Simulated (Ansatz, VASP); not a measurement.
K in VASP and in Ansatz

```
CELL_PARAMETERS angstrom
4.15020 0.00000 0.00000
-2.07510 3.59418 0.00000
0.00000 0.00000 6.72333
ATOMIC_POSITIONS crystal
K 0.33333 0.66667 0.25000
K 0.66667 0.33333 0.75000
```

Change from the starting cell: volume scaled by 0.68, PAW files.

Alike in both runs: task single point; functional PBE; k mesh 10 × 10 × 6; occupations fermi-dirac, width 0.08 eV; no spin polarisation.

|  | VASP | Ansatz |
| --- | --- | --- |
| version | VASP 6.6.1 | Ansatz 0.2.0 |
| potentials or method | VASP PAW PBE potentials, release 64 (K_sv) | PAW with Ansatz's default frozen-core files, scalar-relativistic |
| plane-wave cutoff (eV) | 520 | 420 |
| valence electrons in the cell | 18 | 18 |

|  | VASP | Ansatz | Ansatz less VASP |
| --- | --- | --- | --- |
| pressure (GPa) | 2.9 | 2.9 | +0.01 |

With one functional, cell and mesh, what is left measures potentials, basis and numerics.
